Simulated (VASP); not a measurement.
A run of VASP 6.6.1 is set up as follows.

File INCAR:

```
ALGO     = Normal         # electronic algorithm
EDIFF    = 1E-6           # SCF threshold, eV
ENCUT    = 600            # plane-wave cutoff, eV
GGA      = PE             # functional
GGA_COMPAT= False        
ISIF     = 2              # what is computed and relaxed
ISMEAR   = 0              # smearing method
IVDW     = 12             # dispersion correction
LASPH    = True           # aspherical terms in the spheres
LCHARG   = False          # write CHGCAR
LREAL    = False          # projectors in reciprocal space
LWAVE    = False          # write WAVECAR
NBANDS   = 11             # bands
NELM     = 120            # most SCF steps
PREC     = Accurate       # precision mode
SIGMA    = 0.01           # smearing width, eV
```

The input KPOINTS:

```
k-points
0
Gamma
  4 4 4
```

File POSCAR:

```
Mg2Si
1.0
    0.0000000000      3.1698179195      3.1698179195
    3.1698179195      0.0000000000      3.1698179195
    3.1698179195      3.1698179195      0.0000000000
Mg Si
2 1
Direct
    0.2500000000      0.2500000000      0.2500000000
    0.7500000000      0.7500000000      0.7500000000
    0.0000000000      0.0000000000      0.0000000000
```

Potentials or basis: VASP PAW PBE potentials, release 64 (Mg, Si).

Run with:

```sh
$ cat potpaw_PBE.64/Mg/POTCAR potpaw_PBE.64/Si/POTCAR > POTCAR
$ mpirun -np 1 vasp_std > vasp.out
```

**Question.** Predict the band gap on the k mesh.

**Answer.** 0.16 eV, indirect (least direct gap 1.90 eV).

**Question.** Predict the pressure.

**Answer.** -1.9 GPa.

Caveat: the k points lie up to 0.43 Å⁻¹ apart; three body term missing. A k mesh can miss the band edges.
